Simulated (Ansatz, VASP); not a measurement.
# Y2AlN3 in VASP and in Ansatz

```xyz
12
Lattice="5.5996 -3.1116 0.0000 5.5996 3.1116 0.0000 0.0000 0.0000 5.0188" Properties=species:S:1:pos:R:3 pbc="T T T"
Al    5.5996    0.9950    4.9169
Al    5.5996   -0.9950    2.4075
Y     7.3787   -1.9711    4.7705
Y     3.8204   -1.9711    4.7705
Y     3.8204    1.9711    2.2611
Y     7.3787    1.9711    2.2611
N     7.2699   -1.9721    2.1020
N     3.9292   -1.9721    2.1020
N     3.9292    1.9721    4.6114
N     7.2699    1.9721    4.6114
N     5.5996    0.7699    1.7745
N     5.5996   -0.7699    4.2839
```

Alike in both runs: functional PBEsol; k mesh 6 × 6 × 6; occupations gaussian, width 0.02 eV; no spin polarisation.

Ansatz relaxed the structure, and its values are those at the end. VASP's run is a single point on that final structure, the one shown.

```csv
,VASP,Ansatz
version,VASP 6.6.1,Ansatz 0.2.0
potentials or method,"VASP PAW PBE potentials, release 64 (Al, Y_sv, N), cutoff 520 eV","scalar-relativistic, plane waves, PAW"
valence electrons in the cell,80,80
```

|  | VASP | Ansatz | Ansatz less VASP |
| --- | --- | --- | --- |
| gap on the k mesh at the Fermi level (eV) | 1.59 | 1.59 | +0.005 |
| least direct gap on the mesh (eV) | 1.59 | 1.59 | +0.005 |
| pressure (GPa) | -0.1 | 0.0 | +0.11 |
| rms of the force components (eV/Å) | 0.003 | 0.004 | +0.0010 |

VASP's potentials were made for PBE, not for PBEsol.
